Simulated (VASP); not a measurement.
Set up this calculation in VASP 6.6.1, as the native input.

* Task: single point
* Functional: PBE
* Potentials or basis: VASP PAW PBE potentials, release 64 (Zn, S)
* Cutoff: 520 eV
* k mesh: 12 × 12 × 6
* Occupations: gaussian, width 0.05 eV
* Spin: no spin polarisation
* Dipole correction: no
* Further INCAR settings: ALGO = Normal; EDIFF = 1e-06; NBANDS = 26

The structure of ZnS lies in POSCAR:

```
ZnS
1.0
    3.8109987816      0.0000000000      0.0000000000
   -1.9054993908      3.3004217586      0.0000000000
    0.0000000000      0.0000000000      6.2340000000
Zn S
2 2
Direct
    0.2455331159      0.6023924466      0.0000000000
    0.7544668841      0.3976075534      0.5000000000
    0.4079420238      0.7212840188      0.3850000000
    0.5920579762      0.2787159812      0.8850000000
```

This cell differs from its parent crystal: atoms displaced along a vibrational mode.

One way to write it, as run:

INCAR

```
ALGO     = Normal         # electronic algorithm
EDIFF    = 1E-6           # SCF threshold, eV
ENCUT    = 520            # plane-wave cutoff, eV
GGA      = PE             # functional
ISIF     = 2              # what is computed and relaxed
ISMEAR   = 0              # smearing method
LASPH    = T              # aspherical terms in the spheres
LCHARG   = F              # write CHGCAR
LREAL    = F              # projectors in reciprocal space
LWAVE    = F              # write WAVECAR
NBANDS   = 26             # bands
NELM     = 60             # most SCF steps
PREC     = Accurate       # precision mode
SIGMA    = 0.05           # smearing width, eV
```

KPOINTS

```
k-points
0
Gamma
  12 12 6
```

Potentials or basis: VASP PAW PBE potentials, release 64 (Zn, S).

Run with:

```sh
$ cat potpaw_PBE.64/Zn/POTCAR potpaw_PBE.64/S/POTCAR > POTCAR
$ mpirun -np 1 vasp_std > vasp.out
```

Results of the run:

| Item | Value |
| --- | --- |
| Pressure | 1.9 GPa |
| Largest force | 0.619 eV/Å |
| Band gap on the k mesh | 2.04 eV |

Caveat: the cell differs from its parent crystal (atoms displaced along a vibrational mode).

Run time: 8.6 min on 1 thread of Intel Xeon 8259CL, with other jobs on the host, peak memory 0.57 GiB.
